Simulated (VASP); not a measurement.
A run of VASP 6.6.1 is set up as follows.

Contents of INCAR:

```
  PREC = Accurate
  ENCUT = 520
  EDIFF = 1E-8
  ISMEAR = 0
  SIGMA = 0.01
  LREAL = F
  LASPH = T
  NELM = 100
  ALGO = Normal
  ISIF = 2
  LWAVE = F
  LCHARG = F
  GGA = PS
  LEPSILON = T
```

File KPOINTS:

```
regular mesh
0
Gamma
  6 6 4
```

Contents of POSCAR:

```
Cl
1.0
    3.1450000000     -2.2500000000      0.0000000000
    3.1450000000      2.2500000000      0.0000000000
    0.0000000000      0.0000000000      8.2100000000
Cl
4
Direct
    0.3700000000      0.6300000000      0.4000000000
    0.1300000000      0.8700000000      0.9000000000
    0.6300000000      0.3700000000      0.6000000000
    0.8700000000      0.1300000000      0.1000000000
```

Potentials or basis: VASP PAW PBE potentials, release 64 (Cl).

Command:

```bash
$ cat potpaw_PBE.64/Cl/POTCAR > POTCAR
$ mpirun -np 1 vasp_std > vasp.out
```

Q: Predict the electronic dielectric tensor (diagonal).

A: 2.30, 3.07, 4.23.

Q: What does it give for the Born charges (mean of the diagonal)?

A: Cl +0.00 e.

Q: Estimate the band gap on the k mesh.

A: 2.48 eV (least direct gap 2.54 eV).

Electronic dielectric tensor:
```
2.30 0.00 0.00
0.00 3.07 0.00
0.00 0.00 4.23
```

 PBEsol gaps usually lie below the measured ones, often by a third to a half.
